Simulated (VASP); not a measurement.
Set up this calculation in VASP 6.6.1, as the native input.

```
Task                   : electric field gradients
Functional             : LDA
Potentials or basis    : VASP PAW LDA potentials, release 64 (B, As)
Cutoff                 : 520 eV
k mesh                 : 15 × 15 × 15
Occupations            : fermi-dirac, width 0.03 eV
Spin                   : no spin polarisation
Dipole correction      : no
Further INCAR settings : ALGO = Normal; EDIFF = 1e-08; NBANDS = 11
```

The structure of BAs lies in POSCAR:

```
BAs
1.0
    0.0000000000      2.4043183418      2.4043183418
    2.4043183418      0.0000000000      2.4043183418
    2.4043183418      2.4043183418      0.0000000000
B As
1 1
Direct
    0.0000000000      0.0000000000      0.0000000000
    0.7500000000      0.7500000000      0.7500000000
```

This cell differs from its parent crystal: volume scaled by 1.02.

The input as run:

INCAR

```
ALGO = Normal
EDIFF = 1E-8
ENCUT = 520
ISIF = 2
ISMEAR = -1
LASPH = T
LCHARG = F
LEFG = T
LREAL = F
LWAVE = F
NBANDS = 11
NELM = 60
PREC = Accurate
SIGMA = 0.03
```

KPOINTS

```
k-points
0
Gamma
  15 15 15
```

Potentials or basis: VASP PAW LDA potentials, release 64 (B, As).

Command:

```bash
$ cat potpaw_LDA.64/B/POTCAR potpaw_LDA.64/As/POTCAR > POTCAR
$ mpirun -np 1 vasp_std > vasp.out
```

Results of the run:

- Pressure: -5.6 GPa
- Band gap on the k mesh: 1.14 eV, indirect (least direct gap 3.22 eV)

Caveat: without QUAD_EFG the Cq values of the log hold for a quadrupole moment of 1 mb, not for the nuclei.

Wall time 20 s on 1 thread of Intel(R) Xeon(R) 6975P-C (Granite Rapids), with other jobs on the host, peak memory 0.16 GiB.
